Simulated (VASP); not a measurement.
Write the native input for VASP 6.6.1 that does the following.

```
Task                   : single point
Functional             : PBE
Dispersion             : D3(BJ)
Potentials or basis    : VASP PAW PBE potentials, release 64 (K_sv)
Cutoff                 : 520 eV
k mesh                 : 12 × 12 × 12
Occupations            : gaussian, width 0.15 eV
Spin                   : no spin polarisation
Dipole correction      : no
Further INCAR settings : ALGO = Fast; EDIFF = 1e-06; NBANDS = 10
```

The structure of K lies in POSCAR:

```
K
1.0
    0.0000000000      3.3918728180      3.4936290025
    3.3918728180      0.0000000000      3.4936290025
    3.3918728180      3.3918728180      0.0000000000
K
1
Direct
    0.0000000000      0.0000000000      0.0000000000
```

This cell differs from its parent crystal: strain +0.000 along x and y, +0.030 along z.

One way to write it, as run:

INCAR

```
SYSTEM = K
PREC = Accurate
ENCUT = 520
EDIFF = 1E-6
ISMEAR = 0
SIGMA = 0.15
LREAL = .False.
LASPH = .True.
NELM = 80
ALGO = Fast
ISIF = 2
LWAVE = .False.
LCHARG = .False.
GGA = PE
IVDW = 12
NBANDS = 10
```

KPOINTS

```
Automatic mesh
0
Gamma
  12 12 12
  0 0 0
```

Potentials or basis: VASP PAW PBE potentials, release 64 (K_sv).

Command:

```console
$ cat potpaw_PBE.64/K_sv/POTCAR > POTCAR
$ mpirun -np 1 vasp_std > vasp.out
```

It gave:

| Item | Value |
| --- | --- |
| Pressure | -0.5 GPa |
| Band gap on the k mesh | zero (an odd number of electrons rules out a gap without spin polarisation) |
| Dispersion energy per atom | -0.103 eV |

Caveat: the cell differs from its parent crystal (strain +0.000 along x and y, +0.030 along z).

Run time: 58 s on 1 thread of AMD EPYC 9R45 96-Core Processor (Zen 5), on a shared host, peak memory 0.26 GiB.
